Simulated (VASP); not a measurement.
Write the native input for VASP 6.6.1 that does the following.

- Task: relaxation of cell and atoms
- Functional: PBE
- Potentials or basis: VASP PAW PBE potentials, release 64 (Ga_d)
- Cutoff: 600 eV
- k mesh: 17 × 17 × 16
- Occupations: fermi-dirac, width 0.1 eV
- Spin: no spin polarisation
- Target pressure: 39 GPa
- Dipole correction: no
- Further INCAR settings: ALGO = Normal; EDIFF = 1e-06; IBRION = 2; EDIFFG = -0.005; NSW = 32; ISIF = 3

The structure of Ga lies in POSCAR:

```
Ga
1.0
    2.5486616442      0.0000000000      0.0000000000
   -1.2743308221      2.2072057295      0.0000000000
    0.0000000000      0.0000000000      2.4537738550
Ga
1
Direct
    0.0000000000      0.0000000000      0.0000000000
```

The input as run:

INCAR

```
ALGO = Normal
EDIFF = 1E-6
EDIFFG = -0.005
ENCUT = 600
GGA = PE
IBRION = 2
ISIF = 3
ISMEAR = -1
LASPH = T
LCHARG = F
LREAL = F
LWAVE = F
NELM = 60
NSW = 32
PREC = Accurate
PSTRESS = 390.0
SIGMA = 0.1
```

KPOINTS

```
k-points
0
Gamma
  17 17 16
```

Potentials or basis: VASP PAW PBE potentials, release 64 (Ga_d).

The run is started by

```console
$ cat potpaw_PBE.64/Ga_d/POTCAR > POTCAR
$ mpirun -np 1 vasp_std > vasp.out
```

Results of the run:

```
Relaxed volume                                         : 13.83 Å³/atom
Relaxed cell                                           : a = 2.550 Å, b = 2.550 Å, c = 2.455 Å, α = 90.00°, β = 90.00°, γ = 120.00°
Space group after relaxing (to 0.05 Å)                 : P6/mmm (No. 191)
Energy change on relaxing (the enthalpy is what falls) : -5.6 meV/atom
Ionic steps                                            : 3
Pressure after relaxing                                : 39.0 GPa
```

Caveat: the cell is relaxed towards a set pressure, so the enthalpy falls and the energy may rise.

It took 54 s on 1 thread of Intel(R) Xeon(R) Platinum 8488C (Sapphire Rapids) (shared host), peak memory 0.17 GiB.
